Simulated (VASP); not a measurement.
# V (Im-3m) in VASP: further runs

V is run at these levels: PBE; tasks: single point, relaxation of cell and atoms.

All numbers are computed with VASP 6.6.1; they aren't measurements. Logs are shortened: lines on timing, memory, paths and dates and some standing lists are left out, and cuts for length are marked.

### Step 1. The cell of the first run

The structure is cubic, space group Im-3m (No. 229). Conventional cell: a = 3.002 Å, b = 3.002 Å, c = 3.002 Å, α = 90.00°, β = 90.00°, γ = 90.00°. Within 3.4 Å of V (site symmetry m-3m) lie 14 V at 2.60 to 3.00 Å.

### Step 2. Single point, PBE, collinear spin, ferromagnetic start

Contents of INCAR:

```
SYSTEM = V
ALGO = Normal ; EDIFF = 1E-6
ENCUT = 520 ; GGA = PE
ISIF = 2 ; ISMEAR = -1
ISPIN = 2 ; LASPH = .True.
LCHARG = .False. ; LMAXMIX = 4
LORBIT = 11 ; LREAL = .False.
LWAVE = .False. ; MAGMOM = 1.5
NBANDS = 16 ; NELM = 150
PREC = Accurate ; SIGMA = 0.05
```

Contents of KPOINTS:

```
k-points
0
Gamma
  10 10 10
  0 0 0
```

Contents of POSCAR:

```
V
1.0
    1.5009550317      1.5009550317      1.5009550317
   -1.5009550317      1.5009550317      1.5009550317
   -1.5009550317     -1.5009550317      1.5009550317
V
1
Direct
    0.0000000000      0.0000000000      0.0000000000
```

Potentials or basis: VASP PAW PBE potentials, release 64 (V_sv).

Run with:

```
> cat potpaw_PBE.64/V_sv/POTCAR > POTCAR
> mpirun -np 1 vasp_std > vasp.out
```

OUTCAR:

```text
SYSTEM = V
   EDIFF = 1E-6
   ENCUT = 520
   GGA = PE
   ISIF = 2
   ISMEAR = -1
   ISPIN = 2
   LASPH = .True.
   LORBIT = 11
   LREAL = .False.
   NELM = 150
   PREC = Accurate

 ion  position               nearest neighbor table
   1  0.000  0.000  0.000-

  LATTYP: Found a body centered cubic cell.
 ALAT       =     3.0019100634

  Lattice vectors:

 A1 = (   1.5009550317,  -1.5009550317,  -1.5009550317)
 A2 = (   1.5009550317,   1.5009550317,   1.5009550317)
 A3 = (  -1.5009550317,  -1.5009550317,   1.5009550317)

Analysis of symmetry for initial positions (statically):
=====================================================================
 Subroutine PRICEL returns:
 Original cell was already a primitive cell.

 Routine SETGRP: Setting up the symmetry group for a
 body centered cubic supercell.

 Subroutine GETGRP returns: Found 48 space group operations
[... 9 lines left out ...]

 Routine SETGRP: Setting up the symmetry group for a
 body centered cubic supercell.

 Subroutine GETGRP returns: Found 48 space group operations
 (whereof 48 operations were pure point group operations)
 out of a pool of 48 trial point group operations.

The dynamic configuration has the point symmetry O_h .

Analysis of structural, dynamic, and magnetic symmetry:
=====================================================================
 Subroutine PRICEL returns:
 Original cell was already a primitive cell.

 Routine SETGRP: Setting up the symmetry group for a
 body centered cubic supercell.

 Subroutine GETGRP returns: Found 48 space group operations
 (whereof 48 operations were pure point group operations)
 out of a pool of 48 trial point group operations.

The overall configuration has the point symmetry O_h .

 Subroutine INISYM returns: Found 48 space group operations
[... 5 lines left out ...]
                                     Primitive cell

  volume of cell :      13.5258

  direct lattice vectors                    reciprocal lattice vectors
     1.500955032  1.500955032  1.500955032     0.333121239  0.000000000  0.333121239
    -1.500955032  1.500955032  1.500955032    -0.333121239  0.333121239  0.000000000
    -1.500955032 -1.500955032  1.500955032     0.000000000 -0.333121239  0.333121239

  length of vectors
     2.599730375  2.599730375  2.599730375     0.471104574  0.471104574  0.471104574

  position of ions in fractional coordinates (direct lattice)
     0.000000000  0.000000000  0.000000000

  ion indices of the primitive-cell ions
[... 84 lines left out ...]
   PSTRESS=    0.0 pullay stress
   NELECT =      13.0000    total number of electrons
   NUPDOWN=      -1.0000    fix difference up-down
   EMIN   =  10.00;   EMAX   =-10.00  energy-range for DOS
   EFERMI =   0.00;   METHOD = LEGACY
   ISMEAR =    -1;   SIGMA  =   0.05  broadening in eV -4-tet -1-fermi 0-gaus
   EFERMI_NEDOS =   21; number of points for ismear=-14 and -15
   IALGO  =     38    algorithm
   IMIX   =      4    mixing-type and parameters
     AMIX     =   0.40;   BMIX     =  1.00
     AMIX_MAG =   1.60;   BMIX_MAG =  1.00
  volume/ion in A,a.u.               =      13.53        91.28
  Fermi-wavevector in a.u.,A,eV,Ry     =   1.615604  3.053049 35.513607  2.610176
  Thomas-Fermi vector in A             =   2.710325
   LORBIT       =     11    0 simple, 1 ext, 2 COOP (PROOUT), +10 PAW based schemes
   GGA     = PE    functional components
   LHFCALC =     F    Hartree Fock is set to
   AEXX    =    0.0000 exact exchange contribution
   IVDW    =     0    specifies the selected vdW correction
   LEPSILON=     F    determine dielectric tensor
   LRPA    =     F    only Hartree local field effects (RPA)
 spin polarized calculation
  energy-cutoff  :      520.00
  volume of cell :       13.53
 maximum number of plane-waves:       374
   NGX =  9   NGY =  9   NGZ =  9

 number of electron      12.9999990 magnetization      -0.0059313

 number of electron      12.9999990 magnetization       0.0007993

 Free energy of the ion-electron system (eV)
  ---------------------------------------------------
  ext. energy  EPLUGINS =         0.00000000
  ---------------------------------------------------
  free energy    TOTEN  =        -8.99843382 eV

  energy without entropy =       -8.98390574  energy(sigma->0) =       -8.99116978

 E-fermi :   9.6442     XC(G=0): -12.8878

 val. band max:        9.6152666575   @ k =   0.3000   0.0000   0.0000
 cond. band min:       9.6546056350   @ k =   0.2000   0.1000   0.0000
 fundamental gap:      0.0393389775
 Fermi energy:         9.6442198995

 spin component 1

 k-point     1 :       0.0000    0.0000    0.0000
  band No.  band energies     occupation
      1     -54.1143      1.00000
      2     -27.4198      1.00000
      3     -27.4198      1.00000
      4     -27.4198      1.00000
      5       3.0765      1.00000
      6      10.0358      0.00040
[... 435 lines left out ...]
      5       7.7659      1.00000
      6       8.3101      1.00000
[... 8 lines left out ...]
     15      34.6022      0.00000
     16      42.1768      0.00000

 [... further k-points ...]

 spin component 2

 k-point     1 :       0.0000    0.0000    0.0000
  band No.  band energies     occupation
      1     -54.1136      1.00000
      2     -27.4191      1.00000
      3     -27.4191      1.00000
      4     -27.4191      1.00000
      5       3.0770      1.00000
      6      10.0365      0.00039
[... 435 lines left out ...]
      5       7.7664      1.00000
      6       8.3106      1.00000
[... 8 lines left out ...]
     15      34.6027      0.00000
     16      42.1773      0.00000

 [... further k-points ...]

------------------------ aborting loop because EDIFF is reached ----------------------------------------

  FORCE on cell =-STRESS in cart. coord.  units (eV):
  Direction    XX          YY          ZZ          XY          YZ          ZX
  --------------------------------------------------------------------------------------
  -------------------------------------------------------------------------------------
  Total        0.0186555      0.0186555      0.0186555     -0.0000000      0.0000000     -0.0000000
  in kB        2.2098054      2.2098054      2.2098054     -0.0000000      0.0000000     -0.0000000
  external PRESSURE =       2.2098054 kB  Pullay stress =       0.0000000 kB

 VOLUME and BASIS-vectors are now :
 -----------------------------------------------------------------------------
  energy-cutoff  :      520.00
  volume of cell :       13.53
      direct lattice vectors                 reciprocal lattice vectors
     1.500955032  1.500955032  1.500955032     0.333121239  0.000000000  0.333121239
    -1.500955032  1.500955032  1.500955032    -0.333121239  0.333121239  0.000000000
    -1.500955032 -1.500955032  1.500955032     0.000000000 -0.333121239  0.333121239

 POSITION                                       TOTAL-FORCE (eV/Angst)
 -----------------------------------------------------------------------------------
      0.00000      0.00000      0.00000         0.000000      0.000000      0.000000
 -----------------------------------------------------------------------------------
    total drift:                                0.000000     -0.000000     -0.000000

  FREE ENERGIE OF THE ION-ELECTRON SYSTEM (eV)
  ---------------------------------------------------
  free  energy   TOTEN  =        -8.9984338195 eV

  energy  without entropy=       -8.9839057408  energy(sigma->0) =       -8.99116978

 total charge

# of ion       s       p       d       tot
------------------------------------------
    1        2.341   6.228   3.067  11.636

 magnetization (x)

# of ion       s       p       d       tot
------------------------------------------
    1        0.000   0.000   0.000   0.000
```

OSZICAR:

```text
N       E                     dE             d eps       ncg     rms          rms(c)
DAV:   1     0.925001736383E+02    0.92500E+02   -0.64811E+03  3040   0.890E+02
DAV:   2    -0.854095232309E+01   -0.10104E+03   -0.96882E+02  3240   0.271E+02
DAV:   3    -0.100680347646E+02   -0.15271E+01   -0.15251E+01  3408   0.363E+01
DAV:   4    -0.100739205799E+02   -0.58858E-02   -0.58857E-02  3512   0.236E+00
DAV:   5    -0.100739712983E+02   -0.50718E-04   -0.50719E-04  3512   0.205E-01    0.189E+01
DAV:   6    -0.899378287316E+01    0.10802E+01   -0.15971E+00  3064   0.214E+01    0.228E+00
DAV:   7    -0.900012503050E+01   -0.63422E-02   -0.83303E-02  3368   0.269E+00    0.165E+00
DAV:   8    -0.900064682952E+01   -0.52180E-03   -0.49427E-03  3240   0.885E-01    0.853E-01
DAV:   9    -0.899812656608E+01    0.25203E-02   -0.13944E-03  3352   0.436E-01    0.189E-01
DAV:  10    -0.899840893743E+01   -0.28237E-03   -0.55718E-04  3264   0.240E-01    0.385E-02
DAV:  11    -0.899842898017E+01   -0.20043E-04   -0.15943E-05  3424   0.448E-02    0.216E-02
DAV:  12    -0.899843320452E+01   -0.42243E-05   -0.86970E-06  3240   0.246E-02    0.571E-03
DAV:  13    -0.899843381954E+01   -0.61502E-06   -0.37822E-07  1744   0.455E-03
   1 F= -.89984338E+01 E0= -.89911698E+01  d E =-.145281E-01  mag=     0.0002
```

stdout:

```text
POSCAR found type information on POSCAR V
 POSCAR found :  1 types and       1 ions
 scaLAPACK will be used
 LDA part: xc-table for (Slater+PW92), standard interpolation
 POSCAR, INCAR and KPOINTS ok, starting setup
 FFT: planning ... GRIDC
 FFT: planning ... GRID_SOFT
 FFT: planning ... GRID
 WAVECAR not read
 entering main loop
```

Run time: 12 s. Hardware: 1 thread of AMD EPYC 9R14 (Zen 4), shared host; peak memory 0.11 GiB.

Results:

| Quantity | Value |
| --- | --- |
| Free energy | -8.9984 eV |
| Pressure | 0.2 GPa |
| Net moment | 0.00 μB per cell |
| Valence electrons inside the program's atomic spheres | V 11.64 |

Levels at points of the mesh, in eV from the Fermi level:
Spin up:
| k point | band 3 | band 4 | band 5 | band 6 | band 7 | band 8 | band 9 | band 10 |
| --- | --- | --- | --- | --- | --- | --- | --- | --- |
| (0.00, 0.00, 0.00) | -37.06 | -37.06 | -6.57 | 0.39 | 0.39 | 0.39 | 2.39 | 2.39 |
| (0.50, 0.00, 0.00) | -37.34 | -37.07 | -3.16 | -1.13 | 1.63 | 2.39 | 2.74 | 4.06 |
| (0.50, 0.50, 0.50) | -37.67 | -37.67 | -2.98 | -2.98 | 3.67 | 3.67 | 3.67 | 10.17 |
Spin down:
| k point | band 4 | band 5 | band 6 | band 7 | band 8 | band 9 |
| --- | --- | --- | --- | --- | --- | --- |
| (0.00, 0.00, 0.00) | -37.06 | -6.57 | 0.39 | 0.39 | 0.39 | 2.39 |
| (0.50, 0.00, 0.00) | -37.07 | -3.16 | -1.13 | 1.63 | 2.39 | 2.74 |
| (0.50, 0.50, 0.50) | -37.67 | -2.98 | -2.98 | 3.67 | 3.67 | 3.67 |

### Step 3. Relaxation of cell and atoms, PBE, collinear spin, ferromagnetic start

This run uses another cell than the first one, of 13.91 Å³/atom, 1.028 times its volume.

Contents of INCAR:

```
SYSTEM = V
PREC     = Accurate       ! precision mode
ENCUT    = 600            ! plane-wave cutoff, eV
EDIFF    = 1E-6           ! SCF threshold, eV
ISMEAR   = -1             ! smearing method
SIGMA    = 0.05           ! smearing width, eV
LREAL    = .FALSE.        ! projectors in reciprocal space
LASPH    = .TRUE.         ! aspherical terms in the spheres
NELM     = 150            ! most SCF steps
ALGO     = Normal         ! electronic algorithm
ISIF     = 3              ! what is computed and relaxed
LWAVE    = .FALSE.        ! write WAVECAR
LCHARG   = .FALSE.        ! write CHGCAR
ISPIN    = 2              ! spin polarisation
MAGMOM   = 1.5            ! initial moments
LORBIT   = 11             ! projections on sites
LMAXMIX  = 4              ! l up to which the mixer works
GGA      = PE             ! functional
IBRION   = 2              ! ionic algorithm
NSW      = 80             ! ionic steps
EDIFFG   = -0.02          ! ionic threshold
```

Contents of KPOINTS:

```
regular mesh
0
G
  10 10 10
  0 0 0
```

Contents of POSCAR:

```
V
1.0
    1.5150000000      1.5150000000      1.5150000000
   -1.5150000000      1.5150000000      1.5150000000
   -1.5150000000     -1.5150000000      1.5150000000
V
1
Direct
    0.0000000000      0.0000000000      0.0000000000
```

Potentials or basis: VASP PAW PBE potentials, release 64 (V_sv).

Run with:

```
> cat potpaw_PBE.64/V_sv/POTCAR > POTCAR
> mpirun -np 1 vasp_std > vasp.out
```

OUTCAR:

```text
SYSTEM = V
   PREC = Accurate
   ENCUT = 600
   EDIFF = 1E-6
   ISMEAR = -1
   LREAL = .FALSE.
   LASPH = .TRUE.
   NELM = 150
   ISIF = 3
   ISPIN = 2
   LORBIT = 11
   GGA = PE
   IBRION = 2
   NSW = 80
   EDIFFG = -0.02

 ion  position               nearest neighbor table
   1  0.000  0.000  0.000-

  LATTYP: Found a body centered cubic cell.
 ALAT       =     3.0300000000

  Lattice vectors:

 A1 = (   1.5150000000,  -1.5150000000,  -1.5150000000)
 A2 = (   1.5150000000,   1.5150000000,   1.5150000000)
 A3 = (  -1.5150000000,  -1.5150000000,   1.5150000000)

Analysis of symmetry for initial positions (statically):
=====================================================================
 Subroutine PRICEL returns:
 Original cell was already a primitive cell.

 Routine SETGRP: Setting up the symmetry group for a
 body centered cubic supercell.

[... 940 lines left out ...]
 number of electron      13.0000000 magnetization       0.0000002

 number of electron      13.0000000 magnetization      -0.0000001

 Free energy of the ion-electron system (eV)
  ---------------------------------------------------
  ext. energy  EPLUGINS =         0.00000000
  ---------------------------------------------------
  free energy    TOTEN  =        -8.99871447 eV

  energy without entropy =       -8.98420329  energy(sigma->0) =       -8.99145888

 E-fermi :   9.6327     XC(G=0): -12.8828

 val. band max:        9.6033383095   @ k =   0.3000   0.0000   0.0000
 cond. band min:       9.6437674943   @ k =   0.2000   0.1000   0.0000
 fundamental gap:      0.0404291848
 Fermi energy:         9.6327120356

 spin component 1

 k-point     1 :       0.0000    0.0000    0.0000
  band No.  band energies     occupation
      1     -54.1264      1.00000
      2     -27.4336      1.00000
      3     -27.4336      1.00000
      4     -27.4336      1.00000
      5       3.0676      1.00000
      6      10.0245      0.00040
      7      10.0245      0.00040
      8      10.0245      0.00040
      9      12.0181      0.00000
     10      12.0181      0.00000
     11      30.0938      0.00000
[... 690 lines left out ...]
  FREE ENERGIE OF THE ION-ELECTRON SYSTEM (eV)
  ---------------------------------------------------
  free  energy   TOTEN  =        -8.9987144700 eV

  energy  without entropy=       -8.9842032909  energy(sigma->0) =       -8.99145888

 reached required accuracy - stopping structural energy minimisation

 total charge

# of ion       s       p       d       tot
------------------------------------------
    1        2.340   6.228   3.067  11.635

 magnetization (x)

# of ion       s       p       d       tot
------------------------------------------
    1        0.000  -0.000   0.000   0.000
```

CONTCAR:

```text
V
   1.00000000000000
     1.5014086679546843    1.5014086679546843    1.5014086679546843
    -1.5014086679546843    1.5014086679546843    1.5014086679546843
    -1.5014086679546843   -1.5014086679546843    1.5014086679546843
  V
     1
Direct
     0.0000000000000000    0.0000000000000000    0.0000000000000000

  0.00000000E+00  0.00000000E+00  0.00000000E+00
```

It took 27 s on 1 thread of AMD EPYC 9R14 (Zen 4), shared host; peak memory 0.13 GiB.

Results:

```yaml
Free_energy: -8.9987 eV
Relaxed_volume: 13.54 Å³/atom
Relaxed_cell: a = 2.601 Å, b = 2.601 Å, c = 2.601 Å, α = 70.53°, β = 109.47°, γ = 70.53°
Space_group_after_relaxing_to_0.05_Å: Im-3m (No. 229)
Energy_gained_by_relaxing: 5.7 meV/atom
Ionic_steps: 3
Pressure_after_relaxing: 0.0 GPa
Net_moment: 0.00 μB per cell
Valence_electrons_inside_the_program's_atomic_spheres: V 11.63
```

The path:
```csv
step,energy change (eV),largest force (eV/Å),pressure (GPa),volume (Å³)
1,0.0000,0.0000,-4.79,13.91
2,0.0033,0.0000,6.63,13.09
3,-0.0057,0.0000,-0.05,13.54
```

Final structure:
```
V
1.0
     1.50141    1.50141    1.50141
    -1.50141    1.50141    1.50141
    -1.50141   -1.50141    1.50141
V
1
Direct
  0.00000 0.00000 0.00000
```
